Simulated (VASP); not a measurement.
PbS, 2 atoms in the cell. Symmetry: Fm-3m, No. 225, cubic system. Conventional cell: a = 5.931 Å, b = 5.931 Å, c = 5.931 Å, α = 90.00°, β = 90.00°, γ = 90.00°. Within 3.9 Å of Pb (site symmetry m-3m) lie 6 S at 2.97 Å. S (site symmetry m-3m) has 6 Pb at 2.97 Å within 3.9 Å. 

```yaml
Program: VASP 6.6.1
Task: single point
Functional: BHLYP
Potentials_or_basis: VASP PAW PBE potentials, release 64 (Pb_d, S)
Cutoff: 520 eV
k_mesh: 4 × 4 × 4
Occupations: fermi-dirac, width 0.05 eV
Spin: no spin polarisation
Dipole_correction: no
Grid_for_exact_exchange_PRECFOCK: Normal
Further_INCAR_settings: ALGO = Normal; EDIFF = 1e-06; NBANDS = 17
Share_of_exact_exchange: 0.5
```

Potentials or basis: VASP PAW PBE potentials, release 64 (Pb_d, S).

Launch:

```bash
$ cat potpaw_PBE.64/Pb_d/POTCAR potpaw_PBE.64/S/POTCAR > POTCAR
$ cp INCAR.step1 INCAR
$ mpirun -np 1 vasp_std > vasp.out
$ cp INCAR.step2 INCAR
$ mpirun -np 1 vasp_std > vasp.out
```

Hardware: 1 thread of AMD EPYC 7R13 Processor (Zen 3) (shared host).

Task: How long does it take, and how much memory?

Result: Run time: 8.3 min on 1 thread of AMD EPYC 7R13 Processor (Zen 3), with other jobs on the host, peak memory 0.16 GiB. Counts: k points 8.
